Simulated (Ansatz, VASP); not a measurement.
# NiO: VASP beside Ansatz

```
CELL_PARAMETERS angstrom
0.00000 2.28355 2.28355
2.28355 0.00000 2.28355
2.28355 2.28355 0.00000
ATOMIC_POSITIONS crystal
Ni 0.00326 0.99959 0.00193
O 0.24034 0.23948 0.27111
```

Change from the starting cell: atoms moved at random, drawn with an rms of 0.05 Å.

Alike in both runs: task single point; functional PBE; k mesh 10 × 10 × 10; occupations fermi-dirac, width 0.05 eV; collinear spin.

|  | VASP | Ansatz |
| --- | --- | --- |
| version | VASP 6.6.1 | Ansatz 0.2.0 |
| potentials or method | VASP PAW PBE potentials, release 64 (Ni, O) | Ansatz PAW |
| plane-wave cutoff (eV) | 520 | 420 |
| valence electrons in the cell | 16 | 24 |

```csv
,VASP,Ansatz,Ansatz less VASP
gap on the k mesh at the Fermi level (eV),none,none,-
pressure (GPa),-6.9,-7.1,-0.20
"traceless stress, the component that is largest in VASP (GPa)",1.84,1.80,-0.041
rms of the force components (eV/Å),0.213,0.210,-0.0034
net moment per atom (μB),0.98,0.99,+0.005
size of the moment on the site where the two differ most (μB),1.53,1.49,-0.043
```

Site moments also hang on the region over which each program counts them. Atom by atom the forces differ by 0.003 eV/Å (rms over components). A gap of «none» marks a metal or a gap that the smearing closes. VASP's potentials hold 16 valence electrons a cell and Ansatz's 24, so a difference there can come from the potentials and not from the codes.
